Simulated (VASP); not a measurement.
# SnO (P4/nmm) in VASP: a series of runs

The runs below take SnO through relaxation of shape and atoms at fixed volume, with PBEsol.

Everything below comes from runs of VASP 6.6.1. Logs are shortened: lines on timing, memory, paths and dates and some standing lists are left out, and cuts for length are marked.

**1. The cell of the first run**

It takes space group P4/nmm (No. 129, tetragonal). The conventional cell has a = 3.843 Å, b = 3.843 Å, c = 4.799 Å, α = 90.00°, β = 90.00°, γ = 90.00°. Within 3.0 Å of Sn (site symmetry 4mm) lie 4 O at 2.25 Å. Within 3.0 Å of O (site symmetry -4m2) lie 4 Sn at 2.25 Å and 4 O at 2.72 Å.

**2. Relaxation of shape and atoms at fixed volume, PBEsol (17.72 Å³/atom)**

File INCAR:

```
PREC = Accurate
ENCUT = 600
EDIFF = 1E-6
ISMEAR = 0
SIGMA = 0.1
LREAL = False
LASPH = True
NELM = 80
ALGO = Normal
ISIF = 4
LWAVE = False
LCHARG = False
GGA = PS
IBRION = 2
NSW = 50
EDIFFG = -0.01
```

File KPOINTS:

```
Automatic mesh
0
Gamma
  12 12 10
```

File POSCAR:

```
SnO
1.0
    3.8429206244      0.0000000000      0.0000000000
    0.0000000000      3.8429206244      0.0000000000
    0.0000000000      0.0000000000      4.7992039901
Sn O
2 2
Direct
    0.5000000000      0.0000000000      0.2424576095
    0.0000000000      0.5000000000      0.7575423905
    0.0000000000      0.0000000000      0.0000000000
    0.5000000000      0.5000000000      0.0000000000
```

Potentials or basis: VASP PAW PBE potentials, release 64 (Sn_d, O).

On the command line:

```console
$ cat potpaw_PBE.64/Sn_d/POTCAR potpaw_PBE.64/O/POTCAR > POTCAR
$ mpirun -np 1 vasp_std > vasp.out
```

OUTCAR:

```text
PREC = Accurate
   ENCUT = 600
   EDIFF = 1E-6
   ISMEAR = 0
   LREAL = False
   LASPH = True
   NELM = 80
   ISIF = 4
   GGA = PS
   IBRION = 2
   NSW = 50
   EDIFFG = -0.01

 ion  position               nearest neighbor table
   1  0.500  0.000  0.242-   3 2.25   4 2.25   4 2.25   3 2.25   2 3.58   2 3.58   2 3.58   2 3.58
                             2 3.67   2 3.67   2 3.67   2 3.67
   2  0.000  0.500  0.758-   3 2.25   4 2.25   3 2.25   4 2.25   1 3.58   1 3.58   1 3.58   1 3.58
                             1 3.67   1 3.67   1 3.67   1 3.67
   3  0.000  0.000  0.000-   1 2.25   2 2.25   2 2.25   1 2.25
   4  0.500  0.500  0.000-   1 2.25   2 2.25   1 2.25   2 2.25

  LATTYP: Found a simple tetragonal cell.
 ALAT       =     3.8429206244
 C/A-ratio  =     1.2488428618

  Lattice vectors:

 A1 = (   3.8429206244,   0.0000000000,   0.0000000000)
 A2 = (   0.0000000000,   3.8429206244,   0.0000000000)
 A3 = (   0.0000000000,   0.0000000000,   4.7992039901)

Analysis of symmetry for initial positions (statically):
=====================================================================
 Subroutine PRICEL returns:
 Original cell was already a primitive cell.

 Routine SETGRP: Setting up the symmetry group for a
 simple tetragonal supercell.

 Subroutine GETGRP returns: Found 16 space group operations
 (whereof  8 operations were pure point group operations)
 out of a pool of 16 trial point group operations.

The static configuration has the point symmetry D_2d.
 The point group associated with its full space group is D_4h.

Analysis of symmetry for dynamics (positions and initial velocities):
=====================================================================
 Subroutine PRICEL returns:
 Original cell was already a primitive cell.

 Routine SETGRP: Setting up the symmetry group for a
 simple tetragonal supercell.

 Subroutine GETGRP returns: Found 16 space group operations
 (whereof  8 operations were pure point group operations)
 out of a pool of 16 trial point group operations.

The dynamic configuration has the point symmetry D_2d.
 The point group associated with its full space group is D_4h.

 Subroutine INISYM returns: Found 16 space group operations
 (whereof  8 operations are pure point group operations),
 and found     1 'primitive' translations

----------------------------------------------------------------------------------------

                                     Primitive cell

  volume of cell :      70.8748

  direct lattice vectors                    reciprocal lattice vectors
     3.842920624  0.000000000  0.000000000     0.260218750  0.000000000  0.000000000
     0.000000000  3.842920624  0.000000000     0.000000000  0.260218750  0.000000000
     0.000000000  0.000000000  4.799203990     0.000000000  0.000000000  0.208367888

  length of vectors
     3.842920624  3.842920624  4.799203990     0.260218750  0.260218750  0.208367888

  position of ions in fractional coordinates (direct lattice)
     0.500000000  0.000000000  0.242457610
     0.000000000  0.500000000  0.757542390
     0.000000000  0.000000000  0.000000000
     0.500000000  0.500000000  0.000000000

  ion indices of the primitive-cell ions
   primitive index   ion index
                 1           1
                 2           2
                 3           3
                 4           4

----------------------------------------------------------------------------------------

 KPOINTS: Automatic mesh

Automatic generation of k-mesh.
 Grid dimensions read from file:
 generate k-points for:   12   12   10

 Generating k-lattice:

  Cartesian coordinates                     Fractional coordinates (reciprocal lattice)
     0.021684896  0.000000000  0.000000000     0.083333333  0.000000000  0.000000000
     0.000000000  0.021684896  0.000000000     0.000000000  0.083333333  0.000000000
     0.000000000  0.000000000  0.020836789     0.000000000  0.000000000  0.100000000

  Length of vectors
     0.021684896  0.021684896  0.020836789

  Shift w.r.t. Gamma in fractional coordinates (k-lattice)
     0.000000000  0.000000000  0.000000000

 Subroutine IBZKPT returns following result:
 ===========================================

 Found    168 irreducible k-points:

 Following reciprocal coordinates:
            Coordinates               Weight
  0.000000  0.000000  0.000000      1.000000
  0.083333  0.000000  0.000000      4.000000
  0.166667  0.000000  0.000000      4.000000
  0.250000  0.000000  0.000000      4.000000
  0.333333  0.000000  0.000000      4.000000
  0.416667  0.000000  0.000000      4.000000
[... 16 lines left out ...]
  0.333333  0.333333  0.000000      4.000000
  0.416667  0.333333  0.000000      8.000000
 [... further k-points ...]
   k-points           NKPTS =    168   k-points in BZ     NKDIM =    168   number of bands    NBANDS=     24
   number of dos      NEDOS =    301   number of ions     NIONS =      4
   total plane-waves  NPLWV =  40960
   dimension x,y,z NGX =    32 NGY =   32 NGZ =   40
   dimension x,y,z NGXF=    64 NGYF=   64 NGZF=   80
   ions per type =               2   2
   NGX,Y,Z   is equivalent  to a cutoff of  13.84, 13.84, 13.86 a.u.
   NGXF,Y,Z  is equivalent  to a cutoff of  27.69, 27.69, 27.71 a.u.
 SYSTEM =  unknown system
   PREC   = accura    normal or accurate (medium, high low for compatibility)
   ISTART =      0    job   : 0-new  1-cont  2-samecut
   ICHARG =      2    charge: 1-file 2-atom 10-const
   ISPIN  =      1    spin polarized calculation?
   LNONCOLLINEAR =      F non collinear calculations
   LSORBIT =      F    spin-orbit coupling
   LASPH  =      T    aspherical Exc in radial PAW
   ENCUT  =  600.0 eV  44.10 Ry    6.64 a.u.   7.68  7.68  9.59*2*pi/ulx,y,z
   NELM   =     80;   NELMIN=  2; NELMDL= -5     # of ELM steps
   EDIFF  = 0.1E-05   stopping-criterion for ELM
   LREAL  =      F    real-space projection
   EDIFFG = -.1E-01   stopping-criterion for IOM
   NSW    =     50    number of steps for IOM
   IBRION =      2    ionic relax: 0-MD 1-quasi-New 2-CG
   NFREE  =      1    steps in history (QN), initial steepest desc. (CG)
   ISIF   =      4    stress and relaxation
   ISYM   =      2    0-nonsym 1-usesym 2-fastsym
   POTIM  = 0.5000    time-step for ionic-motion
   TEBEG  =    0.0;   TEEND  =   0.0 temperature during run
   PSTRESS=    0.0 pullay stress
   NELECT =      40.0000    total number of electrons
   NUPDOWN=      -1.0000    fix difference up-down
   EMIN   =  10.00;   EMAX   =-10.00  energy-range for DOS
   EFERMI =   0.00;   METHOD = LEGACY
   ISMEAR =     0;   SIGMA  =   0.10  broadening in eV -4-tet -1-fermi 0-gaus
   EFERMI_NEDOS =   21; number of points for ismear=-14 and -15
   IALGO  =     38    algorithm
   IMIX   =      4    mixing-type and parameters
     AMIX     =   0.40;   BMIX     =  1.00
     AMIX_MAG =   1.60;   BMIX_MAG =  1.00
  volume/ion in A,a.u.               =      17.72       119.57
  Fermi-wavevector in a.u.,A,eV,Ry     =   1.352895  2.556601 24.903088  1.830325
  Thomas-Fermi vector in A             =   2.480196
   LORBIT       =      0    0 simple, 1 ext, 2 COOP (PROOUT), +10 PAW based schemes
   GGA     = PS    functional components
   LHFCALC =     F    Hartree Fock is set to
   AEXX    =    0.0000 exact exchange contribution
   IVDW    =     0    specifies the selected vdW correction
   LEPSILON=     F    determine dielectric tensor
   LRPA    =     F    only Hartree local field effects (RPA)
 conjugate gradient relaxation of ions
 non-spin polarized calculation
 Gauss-broadening in eV      SIGMA  =   0.10
  energy-cutoff  :      600.00
  volume of cell :       70.87
 maximum number of plane-waves:      2384
 NGX is ok and might be reduce to    32
   NGX = 15   NGY = 15   NGZ = 19

--------------------------------------- Ionic step        1  -------------------------------------------

 number of electron      40.0000007 magnetization

 Free energy of the ion-electron system (eV)
  ---------------------------------------------------
  ext. energy  EPLUGINS =         0.00000000
  ---------------------------------------------------
  free energy    TOTEN  =       -24.20625051 eV

  energy without entropy =      -24.20578293  energy(sigma->0) =      -24.20601672

------------------------ aborting loop because EDIFF is reached ----------------------------------------

  FORCE on cell =-STRESS in cart. coord.  units (eV):
  Direction    XX          YY          ZZ          XY          YZ          ZX
  --------------------------------------------------------------------------------------
  -------------------------------------------------------------------------------------
  Total       -1.2119976     -1.2119976     -0.9513238      0.0000000      0.0000000      0.0000000
  in kB      -27.3980906    -27.3980906    -21.5053701      0.0000000      0.0000000      0.0000000
  external PRESSURE =     -25.4338504 kB  Pullay stress =       0.0000000 kB

 VOLUME and BASIS-vectors are now :
 -----------------------------------------------------------------------------
  energy-cutoff  :      600.00
  volume of cell :       70.87
      direct lattice vectors                 reciprocal lattice vectors
     3.842920624  0.000000000  0.000000000     0.260218750  0.000000000  0.000000000
     0.000000000  3.842920624  0.000000000     0.000000000  0.260218750  0.000000000
     0.000000000  0.000000000  4.799203990     0.000000000  0.000000000  0.208367888
[... 115 lines left out ...]
 POSITION                                       TOTAL-FORCE (eV/Angst)
 -----------------------------------------------------------------------------------
      1.91520      3.83040      1.15073         0.000000     -0.000000      0.014670
      3.83040      1.91520      3.67990         0.000000      0.000000     -0.014670
      0.00000      3.83040      4.83063         0.000000     -0.000000      0.000000
      1.91520      1.91520      4.83063         0.000000     -0.000000      0.000000
 -----------------------------------------------------------------------------------
    total drift:                                0.000000      0.000000     -0.000000

  FREE ENERGIE OF THE ION-ELECTRON SYSTEM (eV)
  ---------------------------------------------------
  free  energy   TOTEN  =       -24.2139329597 eV

  energy  without entropy=      -24.2136224838  energy(sigma->0) =      -24.21377772

--------------------------------------- Ionic step        5  -------------------------------------------

 number of electron      40.0000007 magnetization

 Free energy of the ion-electron system (eV)
  ---------------------------------------------------
  ext. energy  EPLUGINS =         0.00000000
  ---------------------------------------------------
  free energy    TOTEN  =       -24.21455157 eV

  energy without entropy =      -24.21419934  energy(sigma->0) =      -24.21437546

 E-fermi :   6.9281     XC(G=0): -10.4264

 val. band max:        6.9104995245   @ k =   0.5000   0.5000   0.0000
 cond. band min:       7.0611321212   @ k =   0.5000   0.5000   0.1000
 fundamental gap:      0.1506325967
 Fermi energy:         6.9280959583

 k-point     1 :       0.0000    0.0000    0.0000
  band No.  band energies     occupation
      1     -15.0091      2.00000
      2     -14.5847      2.00000
      3     -14.5847      2.00000
      4     -14.5813      2.00000
      5     -14.5386      2.00000
      6     -14.5322      2.00000
[... 16 lines left out ...]
     23      11.5080      0.00000
     24      11.5080      0.00000
[... 598 lines left out ...]
      2     -14.9097      2.00000
      3     -14.5541      2.00000
      4     -14.5521      2.00000
      5     -14.5430      2.00000
      6     -14.5306      2.00000
[... 16 lines left out ...]
     23      11.2410      0.00000
     24      11.6522      0.00000

 [... further k-points ...]

------------------------ aborting loop because EDIFF is reached ----------------------------------------

  FORCE on cell =-STRESS in cart. coord.  units (eV):
  Direction    XX          YY          ZZ          XY          YZ          ZX
  --------------------------------------------------------------------------------------
  -------------------------------------------------------------------------------------
  Total       -0.4417912     -0.4417912     -0.4460354      0.0000000      0.0000000      0.0000000
  in kB       -9.9870130     -9.9870130    -10.0829555      0.0000000      0.0000000      0.0000000
  external PRESSURE =     -10.0189938 kB  Pullay stress =       0.0000000 kB

 VOLUME and BASIS-vectors are now :
 -----------------------------------------------------------------------------
  energy-cutoff  :      600.00
  volume of cell :       70.87
      direct lattice vectors                 reciprocal lattice vectors
     3.820058955  0.000000000  0.000000000     0.261776065  0.000000000  0.000000000
     0.000000000  3.820058955  0.000000000     0.000000000  0.261776065  0.000000000
     0.000000000 -0.000000000  4.856818873     0.000000000 -0.000000000  0.205896087

 POSITION                                       TOTAL-FORCE (eV/Angst)
 -----------------------------------------------------------------------------------
      1.91003     -0.00000      1.15581         0.000000      0.000000     -0.000375
      0.00000      1.91003      3.70101         0.000000     -0.000000      0.000375
      0.00000      0.00000      0.00000         0.000000      0.000000      0.000000
      1.91003      1.91003      0.00000        -0.000000     -0.000000      0.000000
 -----------------------------------------------------------------------------------
    total drift:                                0.000000     -0.000000     -0.000000

  FREE ENERGIE OF THE ION-ELECTRON SYSTEM (eV)
  ---------------------------------------------------
  free  energy   TOTEN  =       -24.2145515737 eV

  energy  without entropy=      -24.2141993414  energy(sigma->0) =      -24.21437546

 reached required accuracy - stopping structural energy minimisation
```

It took 5.8 min on 1 thread of AMD EPYC 9R45 (Zen 5), shared host; peak memory 0.39 GiB.

Results:

```yaml
Free_energy: -24.2146 eV
Energy_gained_by_relaxing: 2.1 meV/atom
Ionic_steps: 5
Pressure_after_relaxing: -1.0 GPa
Band_gap_on_the_k_mesh: 0.07 eV (least direct gap 1.93 eV)
```

The path:
```csv
step,energy change (eV),largest force (eV/Å),pressure (GPa),volume (Å³)
1,0.0000,0.3080,-2.54,70.87
2,-0.0061,0.0552,-1.59,70.87
3,-0.0065,0.0266,-1.36,70.87
4,-0.0077,0.0147,-1.17,70.87
5,-0.0083,0.0004,-1.00,70.87
```

Final structure:
```cif
data_structure
_symmetry_space_group_name_H-M 'P 1'
_symmetry_Int_Tables_number 1
_cell_length_a 3.8201
_cell_length_b 3.8201
_cell_length_c 4.8568
_cell_angle_alpha 90.000
_cell_angle_beta 90.000
_cell_angle_gamma 90.000
_cell_volume 70.87
loop_
_atom_site_label
_atom_site_type_symbol
_atom_site_fract_x
_atom_site_fract_y
_atom_site_fract_z
_atom_site_occupancy
Sn1 Sn 0.50000 0.00000 0.23798 1
Sn2 Sn 0.00000 0.50000 0.76202 1
O1 O 0.00000 0.00000 0.00000 1
O2 O 0.50000 0.50000 0.00000 1
```

Caveat: the smearing spreads over this small gap; semilocal functionals underestimate gaps, and a narrow one can read as zero; the PAW data sets were made with another functional, which shifts forces and pressure a little; spin-orbit coupling is left out, which moves the levels of the heavy elements. A k mesh can miss the band edges.

**3. Relaxation of shape and atoms at fixed volume, PBEsol (16.69 Å³/atom)**

This run uses another cell than the first one, of 16.69 Å³/atom.

File INCAR:

```
PREC = Accurate ; ENCUT = 600
EDIFF = 1E-6 ; ISMEAR = 0
SIGMA = 0.1 ; LREAL = F
LASPH = T ; NELM = 80
ALGO = Normal ; ISIF = 4
LWAVE = F ; LCHARG = F
GGA = PS ; IBRION = 2
NSW = 50 ; EDIFFG = -0.01
```

File KPOINTS:

```
regular mesh
0
Gamma
  12 12 10
```

File POSCAR:

```
SnO
1.0
    3.7668030845      0.0000000000      0.0000000000
    0.0000000000      3.7668030845      0.0000000000
    0.0000000000      0.0000000000      4.7041451438
Sn O
2 2
Direct
    0.5000000000      0.0000000000      0.2424576095
    0.0000000000      0.5000000000      0.7575423905
    0.0000000000      0.0000000000      0.0000000000
    0.5000000000      0.5000000000      0.0000000000
```

Potentials or basis: VASP PAW PBE potentials, release 64 (Sn_d, O).

On the command line:

```console
$ cat potpaw_PBE.64/Sn_d/POTCAR potpaw_PBE.64/O/POTCAR > POTCAR
$ mpirun -np 1 vasp_std > vasp.out
```

It took 19 min on 1 thread of Intel Xeon 8259CL, shared host; peak memory 0.4 GiB.

The run converged. Its results:

```yaml
Free_energy: -24.2119 eV
Energy_gained_by_relaxing: 4.5 meV/atom
Ionic_steps: 5
Pressure_after_relaxing: 1.0 GPa
Largest_force_after_relaxing: 0.005 eV/Å
Band_gap_on_the_k_mesh: zero (bands 20 and 21 overlap by 0.31 eV)
```

Forces on the atoms (eV/Å):
```
Sn   0.000  0.000  0.005
Sn   0.000  0.000 -0.005
O    0.000  0.000  0.000
O    0.000  0.000  0.000
```

Step by step:
| step | energy change (eV) | largest force (eV/Å) | pressure (GPa) | volume (Å³) |
| --- | --- | --- | --- | --- |
| 1 | 0.0000 | 0.5252 | 3.40 | 66.75 |
| 2 | -0.0153 | 0.0469 | 1.58 | 66.75 |
| 3 | -0.0156 | 0.0241 | 1.33 | 66.75 |
| 4 | -0.0172 | 0.0107 | 1.19 | 66.75 |
| 5 | -0.0180 | 0.0048 | 1.02 | 66.75 |

Final structure:
```cif
data_structure
_symmetry_space_group_name_H-M 'P 1'
_symmetry_Int_Tables_number 1
_cell_length_a 3.7912
_cell_length_b 3.7912
_cell_length_c 4.6438
_cell_angle_alpha 90.000
_cell_angle_beta 90.000
_cell_angle_gamma 90.000
_cell_volume 66.75
loop_
_atom_site_label
_atom_site_type_symbol
_atom_site_fract_x
_atom_site_fract_y
_atom_site_fract_z
_atom_site_occupancy
Sn1 Sn 0.50000 0.00000 0.24903 1
Sn2 Sn 0.00000 0.50000 0.75097 1
O1 O 0.00000 0.00000 0.00000 1
O2 O 0.50000 0.50000 0.00000 1
```

Levels at points of the mesh, in eV from the Fermi level:
| k point | band 18 | band 19 | band 20 | band 21 | band 22 | band 23 |
| --- | --- | --- | --- | --- | --- | --- |
| (0.00, 0.00, 0.00) | -3.24 | -3.24 | -0.02 | 2.24 | 4.39 | 4.39 |
| (0.50, 0.00, 0.00) | -4.97 | -2.92 | -2.92 | 3.36 | 3.36 | 5.77 |
| (0.50, 0.50, 0.00) | -2.57 | -1.95 | -1.95 | -0.31 | -0.31 | 4.41 |
| (0.00, 0.00, 0.50) | -3.26 | -2.82 | -2.26 | 1.60 | 2.56 | 2.56 |
| (0.50, 0.00, 0.50) | -4.91 | -1.80 | -1.80 | 2.75 | 2.75 | 5.16 |
| (0.50, 0.50, 0.50) | -2.97 | -2.57 | -2.57 | 2.17 | 2.17 | 4.36 |

Caveat: semilocal functionals underestimate gaps, and a narrow one can read as zero; the PAW data sets were made with another functional, which shifts forces and pressure a little; spin-orbit coupling is left out, which moves the levels of the heavy elements.

The gap in the log of VASP goes by the Fermi energy; the results here count the filled bands.